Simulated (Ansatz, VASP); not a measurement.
**One calculation of TiB3, two programs**

```
CELL_PARAMETERS angstrom
-1.52021 1.52021 3.62302
1.52021 -1.52021 3.62302
1.52021 1.52021 -3.62302
ATOMIC_POSITIONS crystal
Ti 0.00000 0.00000 0.00000
B 0.50000 0.50000 0.00000
B 0.75000 0.25000 0.50000
B 0.25000 0.75000 0.50000
```

Alike in both runs: functional PBE; k mesh 20 × 20 × 20; occupations gaussian, width 0.1 eV; no spin polarisation.

Ansatz relaxed the structure, and its values are those at the end. VASP's run is a single point on that final structure, the one shown.

|  | VASP | Ansatz |
| --- | --- | --- |
| version | VASP 6.6.1 | Ansatz 0.2.0 |
| potentials or method | VASP PAW PBE potentials, release 64 (Ti_sv, B), cutoff 520 eV | scalar-relativistic, plane waves, PAW |
| valence electrons in the cell | 21 | 21 |

```tsv
	VASP	Ansatz	Ansatz less VASP
gap on the k mesh at the Fermi level (eV)	none	none	-
pressure (GPa)	-0.1	0.0	+0.12
```

A gap of «none» marks a metal or a gap that the smearing closes.
